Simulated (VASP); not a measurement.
GaN, 2 atoms in the cell. It takes space group I4/mmm (No. 139, tetragonal). Conventional cell: a = 2.902 Å, b = 2.902 Å, c = 3.985 Å, α = 90.00°, β = 90.00°, γ = 90.00°. Ga (site symmetry 4/mmm) has 6 N at 1.99 to 2.05 Å within 2.6 Å. N (site symmetry 4/mmm) has 6 Ga at 1.99 to 2.05 Å within 2.6 Å.  This cell differs from its parent crystal: equal xx and yy strain of +3 %.

- Program: VASP 6.6.1
- Task: single point
- Functional: PBE
- Potentials or basis: VASP PAW PBE potentials, release 64 (Ga_d, N)
- Cutoff: 520 eV
- k mesh: 13 × 13 × 13
- Occupations: fermi-dirac, width 0.02 eV
- Spin: no spin polarisation
- Dipole correction: no
- Further INCAR settings: ALGO = Normal; EDIFF = 1e-06; NBANDS = 16

Potentials or basis: VASP PAW PBE potentials, release 64 (Ga_d, N).

Command:

```sh
$ cat potpaw_PBE.64/Ga_d/POTCAR potpaw_PBE.64/N/POTCAR > POTCAR
$ mpirun -np 1 vasp_std > vasp.out
```

Hardware: 1 thread of Intel(R) Xeon(R) 6975P-C (Granite Rapids) (shared host).

Problem. Estimate the wall time of this run.

Solution. It took 21 s on 1 thread of Intel(R) Xeon(R) 6975P-C (Granite Rapids), with other jobs on the host, peak memory 0.18 GiB. Counts: scf iterations 13, k points 196.
